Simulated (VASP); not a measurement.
## HgTe: single point with r2SCAN

Crystal: HgTe.

```
CELL_PARAMETERS angstrom
0.00000 3.23896 3.23896
3.23896 0.00000 3.23896
3.23896 3.23896 0.00000
ATOMIC_POSITIONS crystal
Hg 0.00000 0.00000 0.00000
Te 0.25000 0.25000 0.25000
```

- Program: VASP 6.6.1
- Task: single point
- Functional: r2SCAN
- Potentials or basis: VASP PAW PBE potentials, release 64 (Hg, Te)
- Cutoff: 520 eV
- k mesh: 12 × 12 × 12
- Occupations: gaussian, width 0.1 eV
- Spin: no spin polarisation
- Dipole correction: no
- Further INCAR settings: ALGO = Normal; EDIFF = 1e-07; NBANDS = 16

| Quantity | Value |
| --- | --- |
| Pressure | 2.0 GPa |
| Band gap on the k mesh | zero (filled and empty bands touch) |

Levels at points of the mesh, in eV from the Fermi level:
```
           k point  band 6  band 7  band 8  band 9  band 10  band 11  band 12  band 13
(0.00, 0.00, 0.00)   -7.10   -0.49   -0.06   -0.06    -0.06     4.52     4.52     4.52
(0.50, 0.00, 0.00)   -6.78   -5.67   -1.07   -1.07     0.89     5.32     5.32     7.10
(0.50, 0.50, 0.00)   -6.62   -5.61   -2.39   -2.39     2.03     2.69     8.63     9.36
```

It took 2 min on 1 thread of Intel(R) Xeon(R) 6975P-C (Granite Rapids), on a shared host, peak memory 0.26 GiB.

Caveat: the PAW data sets were made with another functional, which shifts forces and pressure a little; spin-orbit coupling is left out, which moves the levels of the heavy elements.
